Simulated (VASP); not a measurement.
# GaSb (Immm) in VASP: further runs

The runs below take GaSb through single point, with PBE.

Everything below comes from runs of VASP 6.6.1. Logs are shortened: lines on timing, memory, paths and dates and some standing lists are left out, and cuts for length are marked.

## 1. The cell of the first run

It takes space group Immm (No. 71, orthorhombic). Conventional cell: a = 3.091 Å, b = 5.314 Å, c = 5.748 Å, α = 90.00°, β = 90.00°, γ = 90.00°. Sb (site symmetry mmm) has 6 Ga at 2.87 to 3.07 Å and 2 Sb at 3.09 Å within 3.8 Å. Within 3.8 Å of Ga (site symmetry mmm) lie 6 Sb at 2.87 to 3.07 Å and 2 Ga at 3.09 Å.

## 2. Single point, PBE (23.60 Å³/atom)

INCAR reads:

```
SYSTEM = GaSb
PREC = Accurate
ENCUT = 520
EDIFF = 1E-6
ISMEAR = -1
SIGMA = 0.05
LREAL = .FALSE.
LASPH = .TRUE.
NELM = 100
ALGO = Normal
ISIF = 2
LWAVE = .FALSE.
LCHARG = .TRUE.
GGA = PE
LELF = .TRUE.
LVHAR = .TRUE.
NBANDS = 16
```

KPOINTS reads:

```
regular mesh
0
G
  10 10 10
  0 0 0
```

POSCAR reads:

```
GaSb
1.0
   -1.5454583968      2.6570494188      2.8738942068
    1.5454583968     -2.6570494188      2.8738942068
    1.5454583968      2.6570494188     -2.8738942068
Sb Ga
1 1
Direct
    0.5000000000      0.5000000000      0.0000000000
    0.0000000000      0.0000000000      0.0000000000
```

Potentials or basis: VASP PAW PBE potentials, release 64 (Sb, Ga_d).

Run with:

```console
$ cat potpaw_PBE.64/Sb/POTCAR potpaw_PBE.64/Ga_d/POTCAR > POTCAR
$ mpirun -np 1 vasp_std > vasp.out
```

OUTCAR:

```text
SYSTEM = GaSb
   PREC = Accurate
   ENCUT = 520
   EDIFF = 1E-6
   ISMEAR = -1
   LREAL = .FALSE.
   LASPH = .TRUE.
   NELM = 100
   ISIF = 2
   GGA = PE

 ion  position               nearest neighbor table
   1  0.500  0.500  0.000-   2 2.87   2 2.87   2 3.07   2 3.07   2 3.07   2 3.07
   2  0.000  0.000  0.000-   1 2.87   1 2.87   1 3.07   1 3.07   1 3.07   1 3.07

  LATTYP: Found a body centered orthorhombic cell.
 ALAT       =     3.0909167936
 B/A-ratio  =     1.7192629865
 C/A-ratio  =     1.8595739703

  Lattice vectors:

 A1 = (  -1.5454583968,   2.6570494188,   2.8738942068)
 A2 = (   1.5454583968,  -2.6570494188,   2.8738942068)
 A3 = (   1.5454583968,   2.6570494188,  -2.8738942068)

Analysis of symmetry for initial positions (statically):
=====================================================================
 Subroutine PRICEL returns:
 Original cell was already a primitive cell.

 Routine SETGRP: Setting up the symmetry group for a
 body centered orthorhombic supercell.

 Subroutine GETGRP returns: Found  8 space group operations
 (whereof  8 operations were pure point group operations)
 out of a pool of  8 trial point group operations.

The static configuration has the point symmetry D_2h.

Analysis of symmetry for dynamics (positions and initial velocities):
=====================================================================
 Subroutine PRICEL returns:
 Original cell was already a primitive cell.

 Routine SETGRP: Setting up the symmetry group for a
 body centered orthorhombic supercell.

 Subroutine GETGRP returns: Found  8 space group operations
 (whereof  8 operations were pure point group operations)
 out of a pool of  8 trial point group operations.

The dynamic configuration has the point symmetry D_2h.

 Subroutine INISYM returns: Found  8 space group operations
 (whereof  8 operations are pure point group operations),
 and found     1 'primitive' translations

----------------------------------------------------------------------------------------

                                     Primitive cell

  volume of cell :      47.2050

  direct lattice vectors                    reciprocal lattice vectors
    -1.545458397  2.657049419  2.873894207     0.000000000  0.188178660  0.173979960
     1.545458397 -2.657049419  2.873894207     0.323528606  0.000000000  0.173979960
     1.545458397  2.657049419 -2.873894207     0.323528606  0.188178660  0.000000000

  length of vectors
     4.208042441  4.208042441  4.208042441     0.256281554  0.367341510  0.374275255

  position of ions in fractional coordinates (direct lattice)
     0.500000000  0.500000000  0.000000000
     0.000000000  0.000000000  0.000000000

  ion indices of the primitive-cell ions
   primitive index   ion index
                 1           1
                 2           2

----------------------------------------------------------------------------------------

 KPOINTS: regular mesh

Automatic generation of k-mesh.
 Grid dimensions read from file:
 generate k-points for:   10   10   10

 Generating k-lattice:

  Cartesian coordinates                     Fractional coordinates (reciprocal lattice)
     0.000000000  0.018817866  0.017397996     0.100000000  0.000000000  0.000000000
     0.032352861  0.000000000  0.017397996     0.000000000  0.100000000  0.000000000
     0.032352861  0.018817866  0.000000000     0.000000000  0.000000000  0.100000000

  Length of vectors
     0.025628155  0.036734151  0.037427526

  Shift w.r.t. Gamma in fractional coordinates (k-lattice)
     0.000000000  0.000000000  0.000000000

 Subroutine IBZKPT returns following result:
 ===========================================

 Found    171 irreducible k-points:

 Following reciprocal coordinates:
            Coordinates               Weight
  0.000000  0.000000  0.000000      1.000000
  0.100000 -0.000000  0.000000      4.000000
  0.200000 -0.000000  0.000000      4.000000
  0.300000  0.000000 -0.000000      4.000000
  0.400000 -0.000000  0.000000      4.000000
  0.500000  0.000000  0.000000      2.000000
[... 16 lines left out ...]
 -0.400000  0.200000  0.000000      8.000000
 -0.300000  0.200000 -0.000000      8.000000
 [... further k-points ...]
   k-points           NKPTS =    171   k-points in BZ     NKDIM =    171   number of bands    NBANDS=     16
   number of dos      NEDOS =    301   number of ions     NIONS =      2
   total plane-waves  NPLWV =  32768
   dimension x,y,z NGX =    32 NGY =   32 NGZ =   32
   dimension x,y,z NGXF=    64 NGYF=   64 NGZF=   64
   ions per type =               1   1
   NGX,Y,Z   is equivalent  to a cutoff of  12.64, 12.64, 12.64 a.u.
   NGXF,Y,Z  is equivalent  to a cutoff of  25.28, 25.28, 25.28 a.u.
 SYSTEM =  GaSb
   PREC   = accura    normal or accurate (medium, high low for compatibility)
   ISTART =      0    job   : 0-new  1-cont  2-samecut
   ICHARG =      2    charge: 1-file 2-atom 10-const
   ISPIN  =      1    spin polarized calculation?
   LNONCOLLINEAR =      F non collinear calculations
   LSORBIT =      F    spin-orbit coupling
   LASPH  =      T    aspherical Exc in radial PAW
   ENCUT  =  520.0 eV  38.22 Ry    6.18 a.u.   7.82  7.82  7.82*2*pi/ulx,y,z
   NELM   =    100;   NELMIN=  2; NELMDL= -5     # of ELM steps
   EDIFF  = 0.1E-05   stopping-criterion for ELM
   LREAL  =      F    real-space projection
   EDIFFG = 0.1E-04   stopping-criterion for IOM
   NSW    =      0    number of steps for IOM
   IBRION =     -1    ionic relax: 0-MD 1-quasi-New 2-CG
   NFREE  =      0    steps in history (QN), initial steepest desc. (CG)
   ISIF   =      2    stress and relaxation
   ISYM   =      2    0-nonsym 1-usesym 2-fastsym
   POTIM  = 0.5000    time-step for ionic-motion
   TEBEG  =    0.0;   TEEND  =   0.0 temperature during run
   PSTRESS=    0.0 pullay stress
   NELECT =      18.0000    total number of electrons
   NUPDOWN=      -1.0000    fix difference up-down
   EMIN   =  10.00;   EMAX   =-10.00  energy-range for DOS
   EFERMI =   0.00;   METHOD = LEGACY
   ISMEAR =    -1;   SIGMA  =   0.05  broadening in eV -4-tet -1-fermi 0-gaus
   EFERMI_NEDOS =   21; number of points for ismear=-14 and -15
   IALGO  =     38    algorithm
   IMIX   =      4    mixing-type and parameters
     AMIX     =   0.40;   BMIX     =  1.00
     AMIX_MAG =   1.60;   BMIX_MAG =  1.00
  volume/ion in A,a.u.               =      23.60       159.28
  Fermi-wavevector in a.u.,A,eV,Ry     =   1.187143  2.243375 19.174811  1.409309
  Thomas-Fermi vector in A             =   2.323301
   LORBIT       =      0    0 simple, 1 ext, 2 COOP (PROOUT), +10 PAW based schemes
   GGA     = PE    functional components
   LHFCALC =     F    Hartree Fock is set to
   AEXX    =    0.0000 exact exchange contribution
   IVDW    =     0    specifies the selected vdW correction
   LEPSILON=     F    determine dielectric tensor
   LRPA    =     F    only Hartree local field effects (RPA)
 non-spin polarized calculation
  energy-cutoff  :      520.00
  volume of cell :       47.20
 maximum number of plane-waves:      1302
   NGX = 15   NGY = 15   NGZ = 15

 number of electron      17.9999993 magnetization

 Free energy of the ion-electron system (eV)
  ---------------------------------------------------
  ext. energy  EPLUGINS =         0.00000000
  ---------------------------------------------------
  free energy    TOTEN  =        -6.97646224 eV

  energy without entropy =       -6.97117946  energy(sigma->0) =       -6.97382085

 E-fermi :   6.7973     XC(G=0): -10.3433

 val. band max:        6.7913301648   @ k =  -0.3000  -0.2000   0.1000
 cond. band min:       6.8039788555   @ k =  -0.4000  -0.4000   0.1000
 fundamental gap:      0.0126486907
 Fermi energy:         6.7972628708

 k-point     1 :       0.0000    0.0000    0.0000
  band No.  band energies     occupation
      1      -8.1453      2.00000
      2      -8.0474      2.00000
      3      -8.0454      2.00000
      4      -8.0271      2.00000
      5      -7.9930      2.00000
      6      -5.3106      2.00000
[... 8 lines left out ...]
     15      15.9658      0.00000
     16      17.2229      0.00000

 k-point     2 :       0.1000   -0.0000    0.0000
  band No.  band energies     occupation
      1      -8.1447      2.00000
      2      -8.0494      2.00000
      3      -8.0441      2.00000
      4      -8.0271      2.00000
      5      -7.9928      2.00000
      6      -5.2241      2.00000
[... 8 lines left out ...]
     15      16.5984      0.00000
     16      17.1514      0.00000

 k-point     3 :       0.2000   -0.0000    0.0000
  band No.  band energies     occupation
      1      -8.1432      2.00000
      2      -8.0546      2.00000
      3      -8.0410      2.00000
      4      -8.0270      2.00000
      5      -7.9922      2.00000
      6      -4.9701      2.00000
[... 8 lines left out ...]
     15      16.3509      0.00000
     16      17.4901      0.00000

 k-point     4 :       0.3000    0.0000   -0.0000
  band No.  band energies     occupation
      1      -8.1417      2.00000
      2      -8.0610      2.00000
      3      -8.0371      2.00000
      4      -8.0269      2.00000
      5      -7.9914      2.00000
      6      -4.5732      2.00000
[... 8 lines left out ...]
     15      16.0330      0.00000
     16      16.9879      0.00000
[... 324 lines left out ...]
 k-point    22 :       0.5000    0.2000    0.0000
  band No.  band energies     occupation
      1      -8.0854      2.00000
      2      -8.0697      2.00000
      3      -8.0532      2.00000
      4      -8.0296      2.00000
      5      -8.0138      2.00000
      6      -3.3705      2.00000
[... 8 lines left out ...]
     15      17.7970      0.00000
     16      18.6429      0.00000

 k-point    23 :      -0.4000    0.2000    0.0000
  band No.  band energies     occupation
      1      -8.0875      2.00000
      2      -8.0670      2.00000
      3      -8.0502      2.00000
      4      -8.0326      2.00000
      5      -8.0134      2.00000
      6      -3.8151      2.00000
[... 8 lines left out ...]
     15      15.9728      0.00000
     16      17.2809      0.00000

 k-point    24 :      -0.3000    0.2000   -0.0000
  band No.  band energies     occupation
      1      -8.0892      2.00000
      2      -8.0632      2.00000
      3      -8.0475      2.00000
      4      -8.0356      2.00000
      5      -8.0139      2.00000
      6      -4.2194      2.00000
[... 8 lines left out ...]
     15      14.6726      0.00000
     16      16.1153      0.00000

 [... further k-points ...]

------------------------ aborting loop because EDIFF is reached ----------------------------------------

  FORCE on cell =-STRESS in cart. coord.  units (eV):
  Direction    XX          YY          ZZ          XY          YZ          ZX
  --------------------------------------------------------------------------------------
  -------------------------------------------------------------------------------------
  Total        0.6222523      0.1900073      0.0981092     -0.0000000      0.0000000      0.0000000
  in kB       21.1197783      6.4490127      3.3299122     -0.0000000      0.0000000      0.0000000
  external PRESSURE =      10.2995678 kB  Pullay stress =       0.0000000 kB

 VOLUME and BASIS-vectors are now :
 -----------------------------------------------------------------------------
  energy-cutoff  :      520.00
  volume of cell :       47.20
      direct lattice vectors                 reciprocal lattice vectors
    -1.545458397  2.657049419  2.873894207     0.000000000  0.188178660  0.173979960
     1.545458397 -2.657049419  2.873894207     0.323528606  0.000000000  0.173979960
     1.545458397  2.657049419 -2.873894207     0.323528606  0.188178660  0.000000000

 POSITION                                       TOTAL-FORCE (eV/Angst)
 -----------------------------------------------------------------------------------
      0.00000      0.00000      2.87389        -0.000000      0.000000     -0.000000
      0.00000      0.00000      0.00000         0.000000     -0.000000      0.000000
 -----------------------------------------------------------------------------------
    total drift:                                0.000000     -0.000000      0.000000

  FREE ENERGIE OF THE ION-ELECTRON SYSTEM (eV)
  ---------------------------------------------------
  free  energy   TOTEN  =        -6.9764622356 eV

  energy  without entropy=       -6.9711794601  energy(sigma->0) =       -6.97382085
```

Wall time 76 s (1 thread of Intel Xeon Platinum 8259CL at 2.50GHz (Skylake/Cascade Lake), shared host); peak memory 0.27 GiB.

Results:

- Free energy: -6.9765 eV
- Pressure: 1.0 GPa
- Band gap on the k mesh: zero (bands 9 and 10 overlap by 4.60 eV)

Levels at points of the mesh, in eV from the Fermi level:
```
           k point  band 7  band 8  band 9  band 10  band 11  band 12
(0.00, 0.00, 0.00)   -3.16   -2.22   -1.77     3.32     5.48     6.21
(0.50, 0.00, 0.00)   -8.16   -0.23    1.46     2.10     2.60     4.91
(0.00, 0.50, 0.00)   -6.11   -2.05   -0.50    -0.30     1.06     2.94
(0.50, 0.50, 0.00)   -5.16   -2.96   -2.13    -1.77     3.26     3.89
(0.50, 0.50, 0.50)   -5.99   -5.22   -4.92     3.33     7.13     9.77
```

Caveat: spin-orbit coupling is left out, which moves the levels of the heavy elements.

## 3. Single point, PBE (24.08 Å³/atom)

This run uses another cell than the first one, of 24.08 Å³/atom.

INCAR reads:

```
SYSTEM = GaSb
PREC = Accurate
ENCUT = 520
EDIFF = 1E-6
ISMEAR = -1
SIGMA = 0.05
LREAL = .False.
LASPH = .True.
NELM = 80
ALGO = Normal
ISIF = 2
LWAVE = .False.
LCHARG = .False.
GGA = PE
NBANDS = 16
```

KPOINTS reads:

```
regular mesh
0
Gamma
  10 10 10
  0 0 0
```

POSCAR reads:

```
GaSb
1.0
   -1.5559010000      2.6750030000      2.8933130000
    1.5559010000     -2.6750030000      2.8933130000
    1.5559010000      2.6750030000     -2.8933130000
Sb Ga
1 1
Direct
    0.5000000000      0.5000000000      0.0000000000
    0.0000000000      0.0000000000      0.0000000000
```

Potentials or basis: VASP PAW PBE potentials, release 64 (Sb, Ga_d).

Run with:

```console
$ cat potpaw_PBE.64/Sb/POTCAR potpaw_PBE.64/Ga_d/POTCAR > POTCAR
$ mpirun -np 1 vasp_std > vasp.out
```

It took 74 s on 1 thread of Intel Xeon Platinum 8259CL at 2.50GHz (Skylake/Cascade Lake), shared host; peak memory 0.28 GiB.

Results (log left out):

```yaml
Free_energy: -6.9793 eV
Pressure: -0.1 GPa
Band_gap_on_the_k_mesh: zero (bands 9 and 10 overlap by 4.46 eV)
```

Stress tensor (GPa, compression positive):
```
 0.91  0.00  0.00
 0.00 -0.41  0.00
 0.00  0.00 -0.77
```

Levels at points of the mesh, in eV from the Fermi level:
```tsv
k point	band 7	band 8	band 9	band 10	band 11	band 12
(0.00, 0.00, 0.00)	-3.22	-2.15	-1.72	3.37	5.35	6.13
(0.50, 0.00, 0.00)	-8.03	-0.22	1.47	2.04	2.57	4.80
(0.00, 0.50, 0.00)	-6.01	-2.02	-0.46	-0.28	1.10	2.85
(0.50, 0.50, 0.00)	-5.03	-3.00	-2.07	-1.72	3.30	3.84
(0.50, 0.50, 0.50)	-5.93	-5.09	-4.80	3.28	7.09	9.59
```

Caveat: spin-orbit coupling is left out, which moves the levels of the heavy elements.

## 4. Single point, PBE (24.57 Å³/atom)

This run uses another cell than the first one, of 24.57 Å³/atom.

INCAR reads:

```
SYSTEM = GaSb
PREC = Accurate ; ENCUT = 520
EDIFF = 1E-6 ; ISMEAR = -1
SIGMA = 0.05 ; LREAL = .False.
LASPH = .True. ; NELM = 60
ALGO = Normal ; ISIF = 2
LWAVE = .False. ; LCHARG = .False.
GGA = PE ; NBANDS = 16
```

KPOINTS reads:

```
Automatic mesh
0
Gamma
  10 10 10
  0 0 0
```

POSCAR reads:

```
GaSb
1.0
   -1.5662052804      2.6927187679      2.9124745717
    1.5662052804     -2.6927187679      2.9124745717
    1.5662052804      2.6927187679     -2.9124745717
Sb Ga
1 1
Direct
    0.5000000000      0.5000000000      0.0000000000
    0.0000000000      0.0000000000      0.0000000000
```

Run with:

```console
$ cat potpaw_PBE.64/Sb/POTCAR potpaw_PBE.64/Ga_d/POTCAR > POTCAR
$ mpirun -np 1 vasp_std > vasp.out
```

Run time: 72 s. Hardware: 1 thread of Intel Xeon Platinum 8259CL at 2.50GHz (Skylake/Cascade Lake), shared host; peak memory 0.28 GiB.

Results (log left out):

```
Free energy            : -6.9758 eV
Pressure               : -1.1 GPa
Band gap on the k mesh : zero (bands 9 and 10 overlap by 4.32 eV)
```

Stress tensor (GPa, compression positive):
```
-0.16  0.00  0.00
 0.00 -1.34  0.00
 0.00  0.00 -1.75
```

Levels at points of the mesh, in eV from the Fermi level:
```csv
k point,band 6,band 7,band 8,band 9,band 10,band 11,band 12,band 13
"(0.00, 0.00, 0.00)",-11.80,-3.27,-2.09,-1.67,3.41,5.23,6.06,7.41
"(0.50, 0.00, 0.00)",-10.45,-7.91,-0.21,1.48,1.98,2.54,4.70,6.95
"(0.00, 0.50, 0.00)",-8.01,-5.92,-2.00,-0.43,-0.26,1.14,2.77,3.66
"(0.50, 0.50, 0.00)",-7.99,-4.91,-3.04,-2.01,-1.67,3.35,3.80,6.37
"(0.50, 0.50, 0.50)",-9.47,-5.87,-4.96,-4.68,3.24,7.04,9.41,10.05
```

Caveat: spin-orbit coupling is left out, which moves the levels of the heavy elements.

## 5. The runs side by side

| cell | gap on the mesh (eV) | pressure (GPa) |
| --- | --- | --- |
| a = 4.208 Å, angles 136.9, 101.7, 93.9°, 2 atoms | none | 1.0 |
| a = 4.236 Å, angles 136.9, 101.7, 93.9°, 2 atoms | none | -0.1 |
| a = 4.265 Å, angles 136.9, 101.7, 93.9°, 2 atoms | none | -1.1 |

Alike in all rows: task single point; level PBE; potentials or basis VASP PAW PBE potentials, release 64 (Sb, Ga_d); no spin polarisation; k mesh 10 × 10 × 10; cutoff (eV) 520; smearing fermi-dirac 0.05 eV.

Caveats: spin-orbit coupling is left out, which moves the levels of the heavy elements.

Absolute energies hang on the potentials; compare differences alone.

The gap in the log of VASP goes by the Fermi energy; the results here count the filled bands.